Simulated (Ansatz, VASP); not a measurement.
**Na2Hg: VASP beside Ansatz**

INCAR

```
SYSTEM = Na2Hg
  ALGO = Normal
  EDIFF = 1E-6
  EDIFFG = -0.04
  ENCUT = 600
  GGA = PE
  IBRION = 2
  ISIF = 3
  ISMEAR = 0
  LASPH = .True.
  LCHARG = .False.
  LREAL = .False.
  LWAVE = .False.
  NELM = 60
  NSW = 90
  PREC = Accurate
  SIGMA = 0.1
```

The input KPOINTS:

```
k-points
0
Gamma
  6 6 6
  0 0 0
```

File POSCAR:

```
Na2Hg
1.0
    0.0000000000      3.1928580552      3.1928580552
    3.1928580552      0.0000000000      3.1928580552
    3.1928580552      3.1928580552      0.0000000000
Na Hg
2 1
Direct
    0.2500000000      0.2500000000      0.2500000000
    0.7500000000      0.7500000000      0.7500000000
    0.0000000000      0.0000000000      0.0000000000
```

Input for Ansatz:

```yaml
crystal:
  lattice:
    - [0.0, 3.1928580552, 3.1928580552]
    - [3.1928580552, 0.0, 3.1928580552]
    - [3.1928580552, 3.1928580552, 0.0]
  atoms:
    - { symbol: Na, position: [0.25, 0.25, 0.25] }
    - { symbol: Na, position: [0.75, 0.75, 0.75] }
    - { symbol: Hg, position: [0.0, 0.0, 0.0] }
basis:
  ecutwfc: 420
kpoints:
  mp_grid: { grid: [6, 6, 6] }
hamiltonian:
  xc: pbe
scf:
  occupations: { method: gaussian, width: 0.1 }
  lower_state_search: "off"
output:
  forces: true
  stress: true
  eigenvalues: true
relax:
  adjacent_minimum: "off"
  f_tol: 0.04
  max_steps: 70
  cell: { stress_tol: 0.4 }
```

Alike in both runs: task relaxation of cell and atoms; functional PBE; k mesh 6 × 6 × 6; occupations gaussian, width 0.1 eV; no spin polarisation.

```csv
,VASP,Ansatz
version,VASP 6.6.1,Ansatz 0.2.0
potentials or method,"VASP PAW PBE potentials, release 64 (Na_pv, Hg), cutoff 600 eV","scalar-relativistic, plane waves, PAW"
valence electrons in the cell,26,38
```

|  | VASP | Ansatz | Ansatz less VASP |
| --- | --- | --- | --- |
| gap on the k mesh at the Fermi level, each at its own relaxed structure (eV) | none | none | - |
| relaxed volume (Å³/atom) | 33.85 | 33.64 | -0.206 |
| relaxed length of the cell vector where the two differ most in proportion (Å) | 5.237 | 5.226 | -0.0106 |

A gap of «none» marks a metal or a gap that the smearing closes. VASP's potentials hold 26 valence electrons a cell and Ansatz's 38, so a difference there can come from the potentials and not from the codes.

Spin-orbit coupling is off throughout. Noted on VASP's run: the volume moved by over 15 % at a fixed basis, so the end points are rough.
